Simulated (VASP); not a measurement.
Runs of VASP 6.6.1 on H. The structure is that of space group I4/mmm (No. 139), or close to it. The cells are those of the table. 

```csv
task,level,cell,k mesh,cutoff (eV),gap on the mesh (eV),pressure (GPa),largest force (eV/Å)
single point,BLYP,"a = 4.443 Å, angles 115.4, 115.4, 98.2°, 2 atoms",11 × 11 × 11,520,9.99,-0.1,-
single point,PBEsol,"a = 3.350 Å, angles 116.1, 116.1, 96.9°, 2 atoms",11 × 11 × 11,520,9.02,-0.1,-
single point,PBE,"a = 3.480 Å, angles 115.5, 115.5, 97.9°, 2 atoms",11 × 11 × 11,520,9.34,-0.2,0.01
single point,PBE+D4,"a = 3.239 Å, angles 115.7, 115.7, 97.6°, 2 atoms",11 × 11 × 11,520,(d),-0.2,0.01
relaxation of cell and atoms,RPBE,"relaxed from a = 3.156 Å, angles 115.2, 115.2, 98.6°, 2 atoms",11 × 11 × 11,600,(b),0.0,-
single point,PBEsol,"a = 3.156 Å, angles 115.2, 115.2, 98.6°, 2 atoms",7 × 7 × 7,520,8.61,-0.4,(c)
single point,PBE+D3(BJ),"a = 3.156 Å, angles 115.2, 115.2, 98.6°, 2 atoms",11 × 11 × 11,520,9.05,0.3,0.28
single point,PBE,"a = 2.842 Å, angles 118.5, 118.5, 92.7°, 2 atoms",11 × 11 × 11,520,(a),1.7,0.01
```

Alike in all rows: potentials or basis VASP PAW PBE potentials, release 64 (H); no spin polarisation; smearing fermi-dirac 0.05 eV.

Q: Estimate the missing entries.

A: (a) 8.51; (b) 9.51; (c) 0.21; (d) 9.10.

Caveats: the PAW data sets were made with another functional, which shifts forces and pressure a little (some runs); three body term missing (some runs).

A k mesh can miss the band edges.
